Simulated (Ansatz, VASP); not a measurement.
# Two plane-wave programs on SiNi2

Contents of POSCAR:

```
SiNi2
1.0
    3.8695455034      0.0000000000      0.0000000000
   -1.9347727517      3.3511247070      0.0000000000
    0.0000000000      0.0000000000      4.9268111706
Si Ni
2 4
Direct
    0.3333333333      0.6666666667      0.6956556154
    0.6666666667      0.3333333333      0.3043443846
    0.0000000000      0.0000000000      0.0000000000
    0.0000000000      0.0000000000      0.5000000000
    0.3333333333      0.6666666667      0.1891086872
    0.6666666667      0.3333333333      0.8108913128
```

The input INCAR.step1:

```
PREC     = Accurate       # precision mode
ENCUT    = 520            # plane-wave cutoff, eV
ISMEAR   = 0              # smearing method
SIGMA    = 0.15           # smearing width, eV
LREAL    = False          # projectors in reciprocal space
LASPH    = True           # aspherical terms in the spheres
NELM     = 80             # most SCF steps
NBANDS   = 33             # bands
GGA      = PE             # functional
ALGO     = Normal         # electronic algorithm
EDIFF    = 1E-4           # SCF threshold, eV
LWAVE    = True           # write WAVECAR
LCHARG   = False          # write CHGCAR
```

The input INCAR.step2:

```
PREC     = Accurate       # precision mode
ENCUT    = 520            # plane-wave cutoff, eV
EDIFF    = 1E-7           # SCF threshold, eV
ISMEAR   = 0              # smearing method
SIGMA    = 0.15           # smearing width, eV
LREAL    = False          # projectors in reciprocal space
LASPH    = True           # aspherical terms in the spheres
NELM     = 80             # most SCF steps
ALGO     = Normal         # electronic algorithm
ISIF     = 2              # what is computed and relaxed
LWAVE    = False          # write WAVECAR
LCHARG   = False          # write CHGCAR
METAGGA  = R2SCAN         # meta-GGA
LMIXTAU  = True         
NBANDS   = 33             # bands
ISTART   = 1
```

File KPOINTS:

```
Automatic mesh
0
Gamma
  12 12 10
```

Input for Ansatz:

```yaml
crystal:
  lattice:
    - [3.8695455034, 0.0, 0.0]
    - [-1.9347727517, 3.351124707, 0.0]
    - [0.0, 0.0, 4.9268111706]
  atoms:
    - { symbol: Si, position: [0.3333333333, 0.6666666667, 0.6956556154] }
    - { symbol: Si, position: [0.6666666667, 0.3333333333, 0.3043443846] }
    - { symbol: Ni, position: [0.0, 0.0, 0.0] }
    - { symbol: Ni, position: [0.0, 0.0, 0.5] }
    - { symbol: Ni, position: [0.3333333333, 0.6666666667, 0.1891086872] }
    - { symbol: Ni, position: [0.6666666667, 0.3333333333, 0.8108913128] }
basis:
  ecutwfc: 500
kpoints:
  mp_grid: { grid: [12, 12, 10] }
hamiltonian:
  xc: r2scan
scf:
  occupations: { method: gaussian, width: 0.15 }
output:
  forces: true
  stress: true
  eigenvalues: true
```

Change from the starting cell: mode 4 (121.0 1/cm) frozen in, largest displacement -0.300 Å.

Alike in both runs: task single point; functional r2SCAN; k mesh 12 × 12 × 10; occupations gaussian, width 0.15 eV; no spin polarisation.

|  | VASP | Ansatz |
| --- | --- | --- |
| version | VASP 6.6.1 | Ansatz 0.2.0 |
| potentials or method | VASP PAW PBE potentials, release 64 (Si, Ni), cutoff 520 eV | scalar-relativistic, plane waves, PAW |
| valence electrons in the cell | 48 | 80 |

Ansatz gave:

- gap on the k mesh at the Fermi level (eV): none
- pressure (GPa): -1.2
- traceless stress, the component that is largest in VASP (GPa): -2.61
- rms of the force components (eV/Å): 0.321

Question: What did VASP give for the same quantities?

Answer: gap on the k mesh at the Fermi level (eV): none; pressure (GPa): -0.9; traceless stress, the component that is largest in VASP (GPa): -2.60; rms of the force components (eV/Å): 0.317.

VASP's potentials were made for PBE, not for r2SCAN. Atom by atom the forces differ by 0.005 eV/Å (rms over components). A gap of «none» marks a metal or a gap that the smearing closes. VASP's potentials hold 48 valence electrons a cell and Ansatz's 80, so a difference there can come from the potentials and not from the codes.
